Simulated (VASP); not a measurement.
Crystal: Rh.

```
Rh
1.0
     2.68000    0.00000    0.00000
    -1.34000    2.32095    0.00000
     0.00000    0.00000    4.37644
Rh
2
Direct
  0.33333 0.66667 0.25000
  0.66667 0.33333 0.75000
```

This isn't the form of Rh at room conditions, which is fcc.

- Program: VASP 6.6.1
- Task: relaxation of cell and atoms
- Functional: r2SCAN
- Potentials or basis: VASP PAW PBE potentials, release 64 (Rh_pv)
- Cutoff: 600 eV
- k mesh: 10 × 10 × 5
- Occupations: gaussian, width 0.1 eV
- Spin: no spin polarisation

At the start: pressure 4.5 GPa; volume 13.61 Å³/atom.

Q: Where does the relaxation end?

A: Over 5 steps the energy falls by 3.0 meV/atom and the volume is 13.82 Å³/atom (+1.5 %); space group P6_3/mmc (No. 194, to 0.1 Å) before and after.

Step by step:
| step | energy change (eV) | largest force (eV/Å) | pressure (GPa) | volume (Å³) |
| --- | --- | --- | --- | --- |
| 1 | 0.0000 | 0.0000 | 4.47 | 27.22 |
| 2 | 0.0294 | 0.0000 | -9.88 | 28.75 |
| 3 | -0.0059 | 0.0000 | -0.11 | 27.65 |
| 4 | -0.0059 | 0.0000 | -0.03 | 27.65 |
| 5 | -0.0061 | 0.0000 | 0.05 | 27.64 |

Final structure:
```xyz
2
Lattice="2.6979 0.0000 0.0000 -1.3489 2.3364 0.0000 0.0000 0.0000 4.3848" Properties=species:S:1:pos:R:3 pbc="T T T"
Rh    0.0000    1.5576    1.0962
Rh    1.3489    0.7788    3.2886
```

Caveat: the PAW data sets were made with another functional, which shifts forces and pressure a little.
